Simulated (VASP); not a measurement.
# Zn3Cl (Pm-3m) in VASP: a series of runs

Zn3Cl is run at these levels: PBE; tasks: single point, relaxation of cell and atoms.

Everything below comes from runs of VASP 6.6.1. Logs are shortened: lines on timing, memory, paths and dates and some standing lists are left out, and cuts for length are marked.

## 1. The cell of the first run

It takes space group Pm-3m (No. 221, cubic). The conventional cell has a = 4.305 Å, b = 4.305 Å, c = 4.305 Å, α = 90.00°, β = 90.00°, γ = 90.00°. Within 4.0 Å of Zn (site symmetry 4/mmm) lie 8 Zn at 3.04 Å and 4 Cl at 3.04 Å. Within 4.0 Å of Cl (site symmetry m-3m) lie 12 Zn at 3.04 Å.

## 2. Single point, PBE

The input, INCAR:

```
SYSTEM = Zn3Cl
PREC = Accurate
ENCUT = 520
EDIFF = 1E-6
ISMEAR = 0
SIGMA = 0.1
LREAL = .False.
LASPH = .True.
NELM = 100
ALGO = Normal
ISIF = 2
LWAVE = .False.
LCHARG = .False.
GGA = PE
NBANDS = 30
```

The input, KPOINTS:

```
Automatic mesh
0
Gamma
  12 12 12
  0 0 0
```

The input, POSCAR:

```
Zn3Cl
1.0
    4.3050552701      0.0000000000      0.0000000000
    0.0000000000      4.3050552701      0.0000000000
    0.0000000000      0.0000000000      4.3050552701
Zn Cl
3 1
Direct
    0.0000000000      0.5000000000      0.5000000000
    0.5000000000      0.0000000000      0.5000000000
    0.5000000000      0.5000000000      0.0000000000
    0.0000000000      0.0000000000      0.0000000000
```

Potentials or basis: VASP PAW PBE potentials, release 64 (Zn, Cl).

Command:

```sh
> cat potpaw_PBE.64/Zn/POTCAR potpaw_PBE.64/Cl/POTCAR > POTCAR
> mpirun -np 1 vasp_std > vasp.out
```

OUTCAR:

```text
SYSTEM = Zn3Cl
   PREC = Accurate
   ENCUT = 520
   EDIFF = 1E-6
   ISMEAR = 0
   LREAL = .False.
   LASPH = .True.
   NELM = 100
   ISIF = 2
   GGA = PE

 ion  position               nearest neighbor table
   1  0.000  0.500  0.500-   2 3.04   3 3.04   3 3.04   2 3.04   2 3.04   3 3.04   3 3.04   2 3.04

   2  0.500  0.000  0.500-   1 3.04   3 3.04   3 3.04   1 3.04   3 3.04   3 3.04   1 3.04   1 3.04

   3  0.500  0.500  0.000-   1 3.04   2 3.04   1 3.04   2 3.04   2 3.04   2 3.04   1 3.04   1 3.04

   4  0.000  0.000  0.000-

  LATTYP: Found a simple cubic cell.
 ALAT       =     4.3050552701

  Lattice vectors:

 A1 = (   4.3050552701,   0.0000000000,   0.0000000000)
 A2 = (   0.0000000000,   4.3050552701,   0.0000000000)
 A3 = (   0.0000000000,   0.0000000000,   4.3050552701)

Analysis of symmetry for initial positions (statically):
=====================================================================
 Subroutine PRICEL returns:
 Original cell was already a primitive cell.

 Routine SETGRP: Setting up the symmetry group for a
 simple cubic supercell.

 Subroutine GETGRP returns: Found 48 space group operations
 (whereof 48 operations were pure point group operations)
 out of a pool of 48 trial point group operations.

The static configuration has the point symmetry O_h .

Analysis of symmetry for dynamics (positions and initial velocities):
=====================================================================
 Subroutine PRICEL returns:
 Original cell was already a primitive cell.

 Routine SETGRP: Setting up the symmetry group for a
 simple cubic supercell.

 Subroutine GETGRP returns: Found 48 space group operations
 (whereof 48 operations were pure point group operations)
 out of a pool of 48 trial point group operations.

The dynamic configuration has the point symmetry O_h .

 Subroutine INISYM returns: Found 48 space group operations
 (whereof 48 operations are pure point group operations),
 and found     1 'primitive' translations

----------------------------------------------------------------------------------------

                                     Primitive cell

  volume of cell :      79.7877

  direct lattice vectors                    reciprocal lattice vectors
     4.305055270  0.000000000  0.000000000     0.232285055  0.000000000  0.000000000
     0.000000000  4.305055270  0.000000000     0.000000000  0.232285055  0.000000000
     0.000000000  0.000000000  4.305055270     0.000000000  0.000000000  0.232285055

  length of vectors
     4.305055270  4.305055270  4.305055270     0.232285055  0.232285055  0.232285055

  position of ions in fractional coordinates (direct lattice)
     0.000000000  0.500000000  0.500000000
     0.500000000  0.000000000  0.500000000
     0.500000000  0.500000000  0.000000000
     0.000000000  0.000000000  0.000000000

  ion indices of the primitive-cell ions
   primitive index   ion index
                 1           1
                 2           2
                 3           3
                 4           4

----------------------------------------------------------------------------------------

 KPOINTS: Automatic mesh

Automatic generation of k-mesh.
 Grid dimensions read from file:
 generate k-points for:   12   12   12

 Generating k-lattice:

  Cartesian coordinates                     Fractional coordinates (reciprocal lattice)
     0.019357088  0.000000000  0.000000000     0.083333333  0.000000000  0.000000000
     0.000000000  0.019357088  0.000000000     0.000000000  0.083333333  0.000000000
     0.000000000  0.000000000  0.019357088     0.000000000  0.000000000  0.083333333

  Length of vectors
     0.019357088  0.019357088  0.019357088

  Shift w.r.t. Gamma in fractional coordinates (k-lattice)
     0.000000000  0.000000000  0.000000000

 Subroutine IBZKPT returns following result:
 ===========================================

 Found     84 irreducible k-points:

 Following reciprocal coordinates:
            Coordinates               Weight
  0.000000  0.000000  0.000000      1.000000
  0.083333  0.000000  0.000000      6.000000
  0.166667  0.000000  0.000000      6.000000
  0.250000  0.000000  0.000000      6.000000
  0.333333  0.000000  0.000000      6.000000
  0.416667  0.000000  0.000000      6.000000
[... 16 lines left out ...]
  0.333333  0.333333  0.000000     12.000000
  0.416667  0.333333  0.000000     24.000000
 [... further k-points ...]
   k-points           NKPTS =     84   k-points in BZ     NKDIM =     84   number of bands    NBANDS=     30
   number of dos      NEDOS =    301   number of ions     NIONS =      4
   total plane-waves  NPLWV =  32768
   dimension x,y,z NGX =    32 NGY =   32 NGZ =   32
   dimension x,y,z NGXF=    64 NGYF=   64 NGZF=   64
   ions per type =               3   1
   NGX,Y,Z   is equivalent  to a cutoff of  12.36, 12.36, 12.36 a.u.
   NGXF,Y,Z  is equivalent  to a cutoff of  24.71, 24.71, 24.71 a.u.
 SYSTEM =  Zn3Cl
   PREC   = accura    normal or accurate (medium, high low for compatibility)
   ISTART =      0    job   : 0-new  1-cont  2-samecut
   ICHARG =      2    charge: 1-file 2-atom 10-const
   ISPIN  =      1    spin polarized calculation?
   LNONCOLLINEAR =      F non collinear calculations
   LSORBIT =      F    spin-orbit coupling
   LASPH  =      T    aspherical Exc in radial PAW
   ENCUT  =  520.0 eV  38.22 Ry    6.18 a.u.   8.00  8.00  8.00*2*pi/ulx,y,z
   NELM   =    100;   NELMIN=  2; NELMDL= -5     # of ELM steps
   EDIFF  = 0.1E-05   stopping-criterion for ELM
   LREAL  =      F    real-space projection
   EDIFFG = 0.1E-04   stopping-criterion for IOM
   NSW    =      0    number of steps for IOM
   IBRION =     -1    ionic relax: 0-MD 1-quasi-New 2-CG
   NFREE  =      0    steps in history (QN), initial steepest desc. (CG)
   ISIF   =      2    stress and relaxation
   ISYM   =      2    0-nonsym 1-usesym 2-fastsym
   POTIM  = 0.5000    time-step for ionic-motion
   TEBEG  =    0.0;   TEEND  =   0.0 temperature during run
   PSTRESS=    0.0 pullay stress
   NELECT =      43.0000    total number of electrons
   NUPDOWN=      -1.0000    fix difference up-down
   EMIN   =  10.00;   EMAX   =-10.00  energy-range for DOS
   EFERMI =   0.00;   METHOD = LEGACY
   ISMEAR =     0;   SIGMA  =   0.10  broadening in eV -4-tet -1-fermi 0-gaus
   EFERMI_NEDOS =   21; number of points for ismear=-14 and -15
   IALGO  =     38    algorithm
   IMIX   =      4    mixing-type and parameters
     AMIX     =   0.40;   BMIX     =  1.00
     AMIX_MAG =   1.60;   BMIX_MAG =  1.00
  volume/ion in A,a.u.               =      19.95       134.61
  Fermi-wavevector in a.u.,A,eV,Ry     =   1.332250  2.517587 24.148829  1.774889
  Thomas-Fermi vector in A             =   2.461199
   LORBIT       =      0    0 simple, 1 ext, 2 COOP (PROOUT), +10 PAW based schemes
   GGA     = PE    functional components
   LHFCALC =     F    Hartree Fock is set to
   AEXX    =    0.0000 exact exchange contribution
   IVDW    =     0    specifies the selected vdW correction
   LEPSILON=     F    determine dielectric tensor
   LRPA    =     F    only Hartree local field effects (RPA)
 non-spin polarized calculation
 Gauss-broadening in eV      SIGMA  =   0.10
  energy-cutoff  :      520.00
  volume of cell :       79.79
 maximum number of plane-waves:      2200
   NGX = 17   NGY = 17   NGZ = 17

 number of electron      43.0000082 magnetization

 Free energy of the ion-electron system (eV)
  ---------------------------------------------------
  ext. energy  EPLUGINS =         0.00000000
  ---------------------------------------------------
  free energy    TOTEN  =        -4.55958202 eV

  energy without entropy =       -4.54899405  energy(sigma->0) =       -4.55428803

 E-fermi :   2.1457     XC(G=0): -10.0547

 val. band max:        2.1252686987   @ k =   0.5000   0.5000   0.3333
 cond. band min:       2.1489637039   @ k =   0.3333   0.2500   0.0833
 fundamental gap:      0.0236950052
 Fermi energy:         2.1456813975

 k-point     1 :       0.0000    0.0000    0.0000
  band No.  band energies     occupation
      1     -13.7099      2.00000
      2      -5.1142      2.00000
      3      -4.8802      2.00000
      4      -4.8802      2.00000
      5      -4.8802      2.00000
      6      -4.8003      2.00000
[... 22 lines left out ...]
     29       9.8621      0.00000
     30      11.3320      0.00000

 k-point     2 :       0.0833    0.0000    0.0000
  band No.  band energies     occupation
      1     -13.7024      2.00000
      2      -5.0990      2.00000
      3      -4.8773      2.00000
      4      -4.8747      2.00000
      5      -4.8747      2.00000
      6      -4.8035      2.00000
[... 22 lines left out ...]
     29      10.0716      0.00000
     30      11.3665      0.00000

 k-point     3 :       0.1667    0.0000    0.0000
  band No.  band energies     occupation
      1     -13.6817      2.00000
      2      -5.0572      2.00000
      3      -4.8690      2.00000
      4      -4.8589      2.00000
      5      -4.8589      2.00000
      6      -4.8205      2.00000
[... 22 lines left out ...]
     29      10.6164      0.00000
     30      11.4672      0.00000

 k-point     4 :       0.2500    0.0000    0.0000
  band No.  band energies     occupation
      1     -13.6531      2.00000
      2      -5.0057      2.00000
      3      -4.8662      2.00000
      4      -4.8571      2.00000
      5      -4.8351      2.00000
      6      -4.8351      2.00000
[... 22 lines left out ...]
     29      11.2972      0.00000
     30      11.6243      0.00000

 k-point     5 :       0.3333    0.0000    0.0000
  band No.  band energies     occupation
      1     -13.6239      2.00000
      2      -5.0226      2.00000
      3      -4.8824      2.00000
      4      -4.8443      2.00000
      5      -4.8081      2.00000
      6      -4.8081      2.00000
[... 22 lines left out ...]
     29      11.2883      0.00000
     30      11.8145      0.00000
[... 526 lines left out ...]
     29       9.3402      0.00000
     30      10.3001      0.00000

 k-point    22 :       0.5000    0.2500    0.0000
  band No.  band energies     occupation
      1     -13.5537      2.00000
      2      -4.9455      2.00000
      3      -4.8170      2.00000
      4      -4.7901      2.00000
      5      -4.7787      2.00000
      6      -4.7542      2.00000
[... 22 lines left out ...]
     29       9.1303      0.00000
     30      11.3167      0.00000

 k-point    23 :       0.3333    0.3333    0.0000
  band No.  band energies     occupation
      1     -13.5563      2.00000
      2      -4.9096      2.00000
      3      -4.8413      2.00000
      4      -4.7696      2.00000
      5      -4.7596      2.00000
      6      -4.7180      2.00000
[... 22 lines left out ...]
     29       9.1259      0.00000
     30      10.0515      0.00000

 k-point    24 :       0.4167    0.3333    0.0000
  band No.  band energies     occupation
      1     -13.5394      2.00000
      2      -4.8800      2.00000
      3      -4.8379      2.00000
      4      -4.7795      2.00000
      5      -4.7373      2.00000
      6      -4.7320      2.00000
[... 22 lines left out ...]
     29       9.2770      0.00000
     30      10.9897      0.00000

 [... further k-points ...]

------------------------ aborting loop because EDIFF is reached ----------------------------------------

  FORCE on cell =-STRESS in cart. coord.  units (eV):
  Direction    XX          YY          ZZ          XY          YZ          ZX
  --------------------------------------------------------------------------------------
  -------------------------------------------------------------------------------------
  Total        0.0457360      0.0457360      0.0457360     -0.0000000     -0.0000000     -0.0000000
  in kB        0.9184018      0.9184018      0.9184018     -0.0000000     -0.0000000     -0.0000000
  external PRESSURE =       0.9184018 kB  Pullay stress =       0.0000000 kB

 VOLUME and BASIS-vectors are now :
 -----------------------------------------------------------------------------
  energy-cutoff  :      520.00
  volume of cell :       79.79
      direct lattice vectors                 reciprocal lattice vectors
     4.305055270  0.000000000  0.000000000     0.232285055  0.000000000  0.000000000
     0.000000000  4.305055270  0.000000000     0.000000000  0.232285055  0.000000000
     0.000000000  0.000000000  4.305055270     0.000000000  0.000000000  0.232285055

 POSITION                                       TOTAL-FORCE (eV/Angst)
 -----------------------------------------------------------------------------------
      0.00000      2.15253      2.15253         0.000000      0.000000      0.000000
      2.15253      0.00000      2.15253         0.000000      0.000000      0.000000
      2.15253      2.15253      0.00000         0.000000      0.000000      0.000000
      0.00000      0.00000      0.00000         0.000000      0.000000      0.000000
 -----------------------------------------------------------------------------------
    total drift:                                0.000000     -0.000000     -0.000000

  FREE ENERGIE OF THE ION-ELECTRON SYSTEM (eV)
  ---------------------------------------------------
  free  energy   TOTEN  =        -4.5595820155 eV

  energy  without entropy=       -4.5489940506  energy(sigma->0) =       -4.55428803
```

Run time: 95 s. Hardware: 1 thread of Intel Xeon Platinum 8259CL at 2.50GHz (Skylake/Cascade Lake), shared host; peak memory 0.28 GiB.

What came out:

| Property | Result |
| --- | --- |
| Free energy | -4.5596 eV |
| Pressure | 0.1 GPa |

Caveat: an odd number of electrons without spin polarisation forces a metal; a magnetic or distorted state may lie lower.

(Continued in part 2 of 3.)
